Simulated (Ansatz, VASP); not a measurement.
## One calculation of SiC, two programs

```xyz
24
Lattice="-4.6459 -4.6188 0.1336 -0.1474 4.6326 4.4071 -4.4474 4.5538 -4.1810" Properties=species:S:1:pos:R:3 pbc="T T T"
C    -2.8599    2.3247    4.2593
C    -4.6051    2.2101   -2.2991
C    -6.7550    4.3792   -1.8939
C    -6.5563    2.7887    0.2526
C    -5.1139    2.5298    2.6199
C    -7.8495    1.2781   -3.2518
C    -2.9980    0.5185    1.1291
C    -7.5709    3.5315   -0.7460
C    -5.8938    3.3252    1.5421
C    -3.9279    5.7599    1.6436
C    -3.8861    3.1683    3.3518
C    -5.6671    1.3200    3.2296
Si   -4.5677    0.1507    4.2601
Si   -6.8924    0.0802   -2.1073
Si   -4.3864   -0.1042    0.1689
Si   -2.2339    1.8316    0.1061
Si   -8.6974    2.2135   -1.7108
Si   -4.7521    4.5217    0.5468
Si   -2.6456    4.7904    2.5381
Si   -5.8156    3.3513   -3.2587
Si   -5.6812    1.4948   -0.7436
Si   -3.6297    3.2806   -1.0468
Si   -1.2704    3.4806    1.3150
Si   -5.9590    5.7689   -0.8647
```

Alike in both runs: task relaxation of cell and atoms; functional PBE; k mesh 4 × 4 × 3; occupations gaussian, width 0.1 eV; no spin polarisation.

```csv
,VASP,Ansatz
version,VASP 6.6.1,Ansatz 0.2.0
potentials or method,"VASP PAW PBE potentials, release 64 (C, Si), cutoff 600 eV","scalar-relativistic, plane waves, PAW"
valence electrons in the cell,96,96
```

Ansatz gave:

```
gap on the k mesh at the Fermi level, each at its own relaxed structure (eV) : 0.09
relaxed volume (Å³/atom)                                                     : 11.65
relaxed cell length with the largest relative difference (Å)                 : 6.571
```

Question: Which values does VASP return?

Answer: gap on the k mesh at the Fermi level, each at its own relaxed structure (eV): 0.10; relaxed volume (Å³/atom): 11.64; relaxed cell length with the largest relative difference (Å): 6.564.
